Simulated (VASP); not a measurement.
A run of VASP 6.6.1 is set up as follows.

The input INCAR:

```
SYSTEM = Sr
PREC = Accurate
ENCUT = 520
EDIFF = 1E-6
ISMEAR = -1
SIGMA = 0.1
LREAL = .FALSE.
LASPH = .TRUE.
NELM = 100
ALGO = Normal
ISIF = 2
LWAVE = .FALSE.
LCHARG = .FALSE.
GGA = PS
NBANDS = 17
```

KPOINTS

```
regular mesh
0
G
  7 7 7
  0 0 0
```

POSCAR

```
Sr
1.0
    0.0000000000      4.7438324249      4.7438324249
    4.7438324249      0.0000000000      4.7438324249
    4.7438324249      4.7438324249      0.0000000000
Sr
2
Direct
    0.1250000000      0.1250000000      0.1250000000
    0.8750000000      0.8750000000      0.8750000000
```

Potentials or basis: VASP PAW PBE potentials, release 64 (Sr_sv).

Run with:

```console
$ cat potpaw_PBE.64/Sr_sv/POTCAR > POTCAR
$ mpirun -np 1 vasp_std > vasp.out
```

(1) Predict the band gap on the k mesh.

(2) Estimate the pressure.

## Answers

(1) zero (band 10 reaches 0.35 eV, above the bottom of band 11 at -0.39 eV).

(2) -0.1 GPa.

Caveat: the PAW data sets were made with another functional, which shifts forces and pressure a little.
